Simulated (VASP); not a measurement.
Set up this calculation in VASP 6.6.1, as the native input.

```
Task                   : relaxation of cell and atoms
Functional             : PBEsol
Potentials or basis    : VASP PAW PBE potentials, release 64 (K_sv)
Cutoff                 : 600 eV
k mesh                 : 7 × 7 × 7
Occupations            : fermi-dirac, width 0.05 eV
Spin                   : no spin polarisation
Target pressure        : 10 GPa
Dipole correction      : no
Further INCAR settings : ALGO = Normal; EDIFF = 1e-06; IBRION = 2; EDIFFG = -0.01; NSW = 60; ISIF = 3
```

The structure of K lies in POSCAR:

```
K
1.0
   -2.6975585167      2.6975585167      2.6975585167
    2.6975585167     -2.6975585167      2.6975585167
    2.6975585167      2.6975585167     -2.6975585167
K
1
Direct
    0.0000000000      0.0000000000      0.0000000000
```

One way to write it, as run:

INCAR

```
ALGO     = Normal         # electronic algorithm
EDIFF    = 1E-6           # SCF threshold, eV
EDIFFG   = -0.01          # ionic threshold
ENCUT    = 600            # plane-wave cutoff, eV
GGA      = PS             # functional
IBRION   = 2              # ionic algorithm
ISIF     = 3              # what is computed and relaxed
ISMEAR   = -1             # smearing method
LASPH    = True           # aspherical terms in the spheres
LCHARG   = False          # write CHGCAR
LREAL    = False          # projectors in reciprocal space
LWAVE    = False          # write WAVECAR
NELM     = 100            # most SCF steps
NSW      = 60             # ionic steps
PREC     = Accurate       # precision mode
PSTRESS  = 100.0        
SIGMA    = 0.05           # smearing width, eV
```

KPOINTS

```
k-points
0
Gamma
  7 7 7
```

Potentials or basis: VASP PAW PBE potentials, release 64 (K_sv).

Run with:

```bash
$ cat potpaw_PBE.64/K_sv/POTCAR > POTCAR
$ mpirun -np 1 vasp_std > vasp.out
```

It gave:

| Property | Result |
| --- | --- |
| Relaxed volume | 34.56 Å³/atom |
| Relaxed cell | a = 3.554 Å, b = 3.554 Å, c = 3.554 Å, α = 109.47°, β = 109.47°, γ = 109.47° |
| Space group after relaxing (to 0.05 Å) | Im-3m (No. 229) |
| Energy change on relaxing (the enthalpy is what falls) | +634.2 meV/atom |
| Ionic steps | 17 |
| Pressure after relaxing | 10.0 GPa |

Caveat: the cell is relaxed towards a set pressure, so the enthalpy falls and the energy may rise; the volume moved by over 15 % at a fixed basis, so the end points are rough; the PAW data sets were made with another functional, which shifts forces and pressure a little.

It used 270 s of CPU time on 1 thread of AMD EPYC 7R13 Processor (Zen 3) (shared host).
